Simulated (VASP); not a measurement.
# Bi2Se3 in VASP: notebook

The runs below take Bi2Se3 through single point, relaxation of the atoms, with PBE+D3(BJ).

Program: VASP 6.6.1. These are calculated values, not measurements. Logs are shortened: lines on timing, memory, paths and dates and some standing lists are left out, and cuts for length are marked.

## (1) The cell of the first run

The cell holds a slab with vacuum, 5 atoms: a = 4.127 Å, b = 4.127 Å, c = 27.033 Å, α = 90.00°, β = 90.00°, γ = 120.00°.

## (2) Single point, PBE+D3(BJ)

The input, INCAR:

```
ALGO = Normal
DIPOL = 0.5 0.5 0.500
EDIFF = 1E-7
ENCUT = 520
GGA = PE
IDIPOL = 3
ISIF = 2
ISMEAR = 0
IVDW = 12
LASPH = T
LCHARG = F
LDIPOL = T
LREAL = F
LWAVE = F
NBANDS = 32
NELM = 60
PREC = Accurate
SIGMA = 0.05
```

The input, KPOINTS:

```
k-points
0
Gamma
  21 21 1
```

The input, POSCAR:

```
Bi2Se3
1.0
    4.1272981822      0.0000000029      0.0000000000
   -2.0636490936      3.5743450734      0.0000000000
    0.0000000000      0.0000000000     27.0329666233
Se Bi
3 2
Direct
    0.0000000000      0.0000000000      0.3699187048
    0.6666666667      0.3333333333      0.5000000673
    0.3333333333      0.6666666667      0.6300812952
    0.3333333333      0.6666666667      0.4283356990
    0.0000000000      0.0000000000      0.5716641952
```

Potentials or basis: VASP PAW PBE potentials, release 64 (Se, Bi_d).

On the command line:

```sh
$ cat potpaw_PBE.64/Se/POTCAR potpaw_PBE.64/Bi_d/POTCAR > POTCAR
$ mpirun -np 1 vasp_std > vasp.out
```

OUTCAR:

```text
EDIFF = 1E-7
   ENCUT = 520
   GGA = PE
   ISIF = 2
   ISMEAR = 0
   IVDW = 12
   LASPH = T
   LREAL = F
   NELM = 60
   PREC = Accurate
 IVDW          = 12

 ion  position               nearest neighbor table
   1  0.000  0.000  0.370-   4 2.86   4 2.86   4 2.86
   2  0.667  0.333  0.500-   5 3.07   5 3.07   5 3.07   4 3.07   4 3.07   4 3.07
   3  0.333  0.667  0.630-   5 2.86   5 2.86   5 2.86
   4  0.333  0.667  0.428-   1 2.86   1 2.86   1 2.86   2 3.07   2 3.07   2 3.07
   5  0.000  0.000  0.572-   3 2.86   3 2.86   3 2.86   2 3.07   2 3.07   2 3.07

  LATTYP: Found a hexagonal cell.
 ALAT       =     4.1272981822
 C/A-ratio  =     6.5497973323

  Lattice vectors:

 A1 = (   4.1272981822,   0.0000000029,   0.0000000000)
 A2 = (  -2.0636490936,   3.5743450734,   0.0000000000)
 A3 = (   0.0000000000,   0.0000000000,  27.0329666233)

Analysis of symmetry for initial positions (statically):
=====================================================================
 Subroutine PRICEL returns:
 Original cell was already a primitive cell.

 Routine SETGRP: Setting up the symmetry group for a
 hexagonal supercell.

 Subroutine GETGRP returns: Found 12 space group operations
 (whereof  6 operations were pure point group operations)
 out of a pool of 24 trial point group operations.

The static configuration has the point symmetry C_3v.
 The point group associated with its full space group is D_3d.

Analysis of symmetry for dynamics (positions and initial velocities):
=====================================================================
 Subroutine PRICEL returns:
 Original cell was already a primitive cell.

 Routine SETGRP: Setting up the symmetry group for a
 hexagonal supercell.

 Subroutine GETGRP returns: Found 12 space group operations
 (whereof  6 operations were pure point group operations)
 out of a pool of 24 trial point group operations.

The dynamic configuration has the point symmetry C_3v.
 The point group associated with its full space group is D_3d.

 Subroutine INISYM returns: Found 12 space group operations
 (whereof  6 operations are pure point group operations),
 and found     1 'primitive' translations

----------------------------------------------------------------------------------------

                                     Primitive cell

  volume of cell :     398.8008

  direct lattice vectors                    reciprocal lattice vectors
     4.127298182  0.000000003  0.000000000     0.242289254  0.139885767  0.000000000
    -2.063649094  3.574345073  0.000000000    -0.000000000  0.279771533  0.000000000
     0.000000000  0.000000000 27.032966623     0.000000000  0.000000000  0.036991870

  length of vectors
     4.127298182  4.127298182 27.032966623     0.279771533  0.279771533  0.036991870

  position of ions in fractional coordinates (direct lattice)
     0.000000000  0.000000000  0.369918705
     0.666666667  0.333333333  0.500000067
     0.333333333  0.666666667  0.630081295
     0.333333333  0.666666667  0.428335699
     0.000000000  0.000000000  0.571664195

  ion indices of the primitive-cell ions
   primitive index   ion index
                 1           1
                 2           2
                 3           3
                 4           4
                 5           5

----------------------------------------------------------------------------------------

 KPOINTS: k-points

Automatic generation of k-mesh.
 Grid dimensions read from file:
 generate k-points for:   21   21    1

 Generating k-lattice:

  Cartesian coordinates                     Fractional coordinates (reciprocal lattice)
     0.011537584  0.006661227  0.000000000     0.047619048  0.000000000  0.000000000
    -0.000000000  0.013322454  0.000000000     0.000000000  0.047619048  0.000000000
     0.000000000  0.000000000  0.036991870     0.000000000  0.000000000  1.000000000

  Length of vectors
     0.013322454  0.013322454  0.036991870

  Shift w.r.t. Gamma in fractional coordinates (k-lattice)
     0.000000000  0.000000000  0.000000000

 Subroutine IBZKPT returns following result:
 ===========================================

 Found     48 irreducible k-points:

 Following reciprocal coordinates:
            Coordinates               Weight
  0.000000  0.000000  0.000000      1.000000
  0.047619 -0.000000  0.000000      6.000000
  0.095238 -0.000000  0.000000      6.000000
  0.142857 -0.000000  0.000000      6.000000
  0.190476 -0.000000  0.000000      6.000000
  0.238095 -0.000000  0.000000      6.000000
[... 16 lines left out ...]
  0.142857  0.095238  0.000000     12.000000
  0.190476  0.095238  0.000000     12.000000
 [... further k-points ...]
   k-points           NKPTS =     48   k-points in BZ     NKDIM =     48   number of bands    NBANDS=     32
   number of dos      NEDOS =    301   number of ions     NIONS =      5
   total plane-waves  NPLWV = 215040
   dimension x,y,z NGX =    32 NGY =   32 NGZ =  210
   dimension x,y,z NGXF=    64 NGYF=   64 NGZF=  420
   ions per type =               3   2
   NGX,Y,Z   is equivalent  to a cutoff of  12.89, 12.89, 12.91 a.u.
   NGXF,Y,Z  is equivalent  to a cutoff of  25.78, 25.78, 25.83 a.u.
 SYSTEM =  unknown system
   PREC   = accura    normal or accurate (medium, high low for compatibility)
   ISTART =      0    job   : 0-new  1-cont  2-samecut
   ICHARG =      2    charge: 1-file 2-atom 10-const
   ISPIN  =      1    spin polarized calculation?
   LNONCOLLINEAR =      F non collinear calculations
   LSORBIT =      F    spin-orbit coupling
   LASPH  =      T    aspherical Exc in radial PAW
   ENCUT  =  520.0 eV  38.22 Ry    6.18 a.u.   7.67  7.67 50.26*2*pi/ulx,y,z
   NELM   =     60;   NELMIN=  2; NELMDL= -5     # of ELM steps
   EDIFF  = 0.1E-06   stopping-criterion for ELM
   LREAL  =      F    real-space projection
   EDIFFG = 0.1E-05   stopping-criterion for IOM
   NSW    =      0    number of steps for IOM
   IBRION =     -1    ionic relax: 0-MD 1-quasi-New 2-CG
   NFREE  =      0    steps in history (QN), initial steepest desc. (CG)
   ISIF   =      2    stress and relaxation
   ISYM   =      2    0-nonsym 1-usesym 2-fastsym
   POTIM  = 0.5000    time-step for ionic-motion
   TEBEG  =    0.0;   TEEND  =   0.0 temperature during run
   PSTRESS=    0.0 pullay stress
   NELECT =      48.0000    total number of electrons
   NUPDOWN=      -1.0000    fix difference up-down
   EMIN   =  10.00;   EMAX   =-10.00  energy-range for DOS
   EFERMI =   0.00;   METHOD = LEGACY
   ISMEAR =     0;   SIGMA  =   0.05  broadening in eV -4-tet -1-fermi 0-gaus
   EFERMI_NEDOS =   21; number of points for ismear=-14 and -15
   IALGO  =     38    algorithm
   IMIX   =      4    mixing-type and parameters
     AMIX     =   0.40;   BMIX     =  1.00
     AMIX_MAG =   1.60;   BMIX_MAG =  1.00
  volume/ion in A,a.u.               =      79.76       538.25
  Fermi-wavevector in a.u.,A,eV,Ry     =   0.808295  1.527456  8.889242  0.653341
  Thomas-Fermi vector in A             =   1.917074
   LORBIT       =      0    0 simple, 1 ext, 2 COOP (PROOUT), +10 PAW based schemes
   GGA     = PE    functional components
   LHFCALC =     F    Hartree Fock is set to
   AEXX    =    0.0000 exact exchange contribution
   IVDW    =    12    specifies the selected vdW correction
   LEPSILON=     F    determine dielectric tensor
   LRPA    =     F    only Hartree local field effects (RPA)
 non-spin polarized calculation
 Gauss-broadening in eV      SIGMA  =   0.05
  energy-cutoff  :      520.00
  volume of cell :      398.80
 maximum number of plane-waves:     10835
 NGX is ok and might be reduce to    32
   NGX = 15   NGY = 15   NGZ =101

 dipolmoment           0.000000      0.000000     -0.000000 electrons x Angstroem

 number of electron      47.9999995 magnetization

 dipolmoment           0.000000      0.000000      0.000014 electrons x Angstroem

 Free energy of the ion-electron system (eV)
  ---------------------------------------------------
  ext. energy  EPLUGINS =         0.00000000
  ---------------------------------------------------
  free energy    TOTEN  =       -20.20081993 eV

  energy without entropy =      -20.20081993  energy(sigma->0) =      -20.20081993

 E-fermi :  -2.0539     XC(G=0):  -3.7953

 val. band max:       -2.2732197929   @ k =   0.1905   0.0476   0.0000
 cond. band min:      -1.3417010772   @ k =   0.0000   0.0000   0.0000
 fundamental gap:      0.9315187157
 Fermi energy:        -2.0538531626

 k-point     1 :       0.0000    0.0000    0.0000
  band No.  band energies     occupation
      1     -24.8424      2.00000
      2     -24.8424      2.00000
      3     -24.8409      2.00000
      4     -24.8409      2.00000
      5     -24.8310      2.00000
      6     -24.8285      2.00000
[... 24 lines left out ...]
     31       3.1917      0.00000
     32       3.2307      0.00000

 k-point     2 :       0.0476   -0.0000    0.0000
  band No.  band energies     occupation
      1     -24.8426      2.00000
      2     -24.8418      2.00000
      3     -24.8410      2.00000
      4     -24.8403      2.00000
      5     -24.8307      2.00000
      6     -24.8282      2.00000
[... 24 lines left out ...]
     31       3.2341      0.00000
     32       3.2520      0.00000

 k-point     3 :       0.0952   -0.0000    0.0000
  band No.  band energies     occupation
      1     -24.8434      2.00000
      2     -24.8417      2.00000
      3     -24.8400      2.00000
      4     -24.8385      2.00000
      5     -24.8297      2.00000
      6     -24.8272      2.00000
[... 24 lines left out ...]
     31       3.3132      0.00000
     32       3.3415      0.00000

 k-point     4 :       0.1429   -0.0000    0.0000
  band No.  band energies     occupation
      1     -24.8448      2.00000
      2     -24.8428      2.00000
      3     -24.8373      2.00000
      4     -24.8358      2.00000
      5     -24.8282      2.00000
      6     -24.8257      2.00000
[... 24 lines left out ...]
     31       3.4069      0.00000
     32       3.4681      0.00000

 k-point     5 :       0.1905   -0.0000    0.0000
  band No.  band energies     occupation
      1     -24.8469      2.00000
      2     -24.8445      2.00000
      3     -24.8340      2.00000
      4     -24.8324      2.00000
      5     -24.8272      2.00000
      6     -24.8245      2.00000
[... 584 lines left out ...]
     31       2.8485      0.00000
     32       4.5611      0.00000

 k-point    22 :       0.0952    0.0952    0.0000
  band No.  band energies     occupation
      1     -24.8450      2.00000
      2     -24.8430      2.00000
      3     -24.8365      2.00000
      4     -24.8355      2.00000
      5     -24.8270      2.00000
      6     -24.8248      2.00000
[... 24 lines left out ...]
     31       3.5028      0.00000
     32       3.5321      0.00000

 k-point    23 :       0.1429    0.0952    0.0000
  band No.  band energies     occupation
      1     -24.8465      2.00000
      2     -24.8441      2.00000
      3     -24.8342      2.00000
      4     -24.8333      2.00000
      5     -24.8263      2.00000
      6     -24.8251      2.00000
[... 24 lines left out ...]
     31       3.5287      0.00000
     32       3.6705      0.00000

 k-point    24 :       0.1905    0.0952    0.0000
  band No.  band energies     occupation
      1     -24.8485      2.00000
      2     -24.8457      2.00000
      3     -24.8316      2.00000
      4     -24.8307      2.00000
      5     -24.8278      2.00000
      6     -24.8256      2.00000
[... 24 lines left out ...]
     31       3.3128      0.00000
     32       3.8640      0.00000

 [... further k-points ...]

------------------------ aborting loop because EDIFF is reached ----------------------------------------

 vacuum level on the upper side and lower side of the slab       (xc-potential included)        -0.068        -0.069

 Edisp (eV)   -1.59285

 E8    (eV) :    -0.7505

  FORCE on cell =-STRESS in cart. coord.  units (eV):
  Direction    XX          YY          ZZ          XY          YZ          ZX
  --------------------------------------------------------------------------------------
  -------------------------------------------------------------------------------------
  Total      -0.06833    -0.06833    -0.02528    -0.00000     0.00000     0.00000
  in kB      -0.27451    -0.27451    -0.10155    -0.00000     0.00000     0.00000
  external pressure =       -0.22 kB  Pullay stress =        0.00 kB

 VOLUME and BASIS-vectors are now :
 -----------------------------------------------------------------------------
  energy-cutoff  :      520.00
  volume of cell :      398.80
      direct lattice vectors                 reciprocal lattice vectors
     4.127298182  0.000000003  0.000000000     0.242289254  0.139885767  0.000000000
    -2.063649094  3.574345073  0.000000000    -0.000000000  0.279771533  0.000000000
     0.000000000  0.000000000 27.032966623     0.000000000  0.000000000  0.036991870

 POSITION                                       TOTAL-FORCE (eV/Angst)
 -----------------------------------------------------------------------------------
      0.00000      0.00000     10.00000        -0.000000      0.000000     -0.004316
      2.06365      1.19145     13.51649        -0.000000     -0.000000     -0.000000
     -0.00000      2.38290     17.03297         0.000000     -0.000000      0.004316
     -0.00000      2.38290     11.57918        -0.000000     -0.000000      0.003734
      0.00000      0.00000     15.45378         0.000000      0.000000     -0.003734
 -----------------------------------------------------------------------------------
    total drift:                                0.000000     -0.000000      0.003412

  FREE ENERGIE OF THE ION-ELECTRON SYSTEM (eV)
  ---------------------------------------------------
  free  energy   TOTEN  =       -21.7936706727 eV

  energy  without entropy=      -21.7936706727  energy(sigma->0) =      -21.79367067

 vacuum level on the upper side and lower side of the slab         3.635         3.635
```

Wall time 11 min (1 thread of Intel Xeon Platinum 8488C (Sapphire Rapids), shared host); peak memory 0.83 GiB.

What came out:

```
Free energy                : -21.7937 eV
Largest force              : 0.004 eV/Å
Band gap on the k mesh     : 0.93 eV (least direct gap 1.30 eV)
Dispersion energy per atom : -0.319 eV
```

Forces on the atoms (eV/Å):
```
Se   0.000  0.000 -0.004
Se   0.000  0.000  0.000
Se   0.000  0.000  0.004
Bi   0.000  0.000  0.004
Bi   0.000  0.000 -0.004
```

Caveat: spin-orbit coupling is left out, which moves the levels of the heavy elements.

## (3) Relaxation of the atoms, PBE+D3(BJ)

The input, INCAR:

```
SYSTEM = Bi2Se3
ALGO     = Normal         ! electronic algorithm
DIPOL    = 0.5 0.5 0.500
EDIFF    = 1E-7           ! SCF threshold, eV
EDIFFG   = -0.04          ! ionic threshold
ENCUT    = 520            ! plane-wave cutoff, eV
GGA      = PE             ! functional
IBRION   = 2              ! ionic algorithm
IDIPOL   = 3            
ISIF     = 2              ! what is computed and relaxed
ISMEAR   = 0              ! smearing method
IVDW     = 12             ! dispersion correction
KPAR     = 4            
LASPH    = .TRUE.         ! aspherical terms in the spheres
LCHARG   = .FALSE.        ! write CHGCAR
LDIPOL   = .TRUE.       
LREAL    = .FALSE.        ! projectors in reciprocal space
LWAVE    = .FALSE.        ! write WAVECAR
NELM     = 60             ! most SCF steps
NSW      = 60             ! ionic steps
PREC     = Accurate       ! precision mode
SIGMA    = 0.05           ! smearing width, eV
```

The input, KPOINTS:

```
k-points
0
G
  9 9 1
  0 0 0
```

POSCAR is that of step 2.

Potentials or basis: VASP PAW PBE potentials, release 64 (Se, Bi_d).

On the command line:

```sh
$ cat potpaw_PBE.64/Se/POTCAR potpaw_PBE.64/Bi_d/POTCAR > POTCAR
$ mpirun -np 4 vasp_std > vasp.out
```

It took 2.1 min on 4 MPI ranks of Oxide Virtual Turin-like, shared host; peak memory 0.54 GiB.

Results (log left out):

| Quantity | Value |
| --- | --- |
| Free energy | -21.7912 eV |
| Largest force after relaxing | 0.007 eV/Å |
| Band gap on the k mesh | 0.94 eV (least direct gap 1.30 eV) |
| Dispersion energy per atom | -0.319 eV |

Forces in eV/Å, atoms in the order of the input:
```
Se   0.000  0.000 -0.007
Se   0.000  0.000  0.000
Se   0.000  0.000  0.007
Bi   0.000  0.000  0.006
Bi   0.000  0.000 -0.006
```

Final structure:
```
Se Bi
1.0
     4.12730    0.00000    0.00000
    -2.06365    3.57435    0.00000
     0.00000    0.00000   27.03297
Se Bi
3 2
Direct
  0.00000 0.00000 0.36992
  0.66667 0.33333 0.50000
  0.33333 0.66667 0.63008
  0.33333 0.66667 0.42834
  0.00000 0.00000 0.57166
```

Levels at points of the mesh, in eV from the valence-band top:
```
           k point  band 21  band 22  band 23  band 24  band 25  band 26  band 27  band 28
(0.00, 0.00, 0.00)    -0.73    -0.63    -0.63    -0.36     0.94     2.19     2.19     2.70
```

Caveat: the relaxation stopped at its first step, so nothing moved; spin-orbit coupling is left out, which moves the levels of the heavy elements.
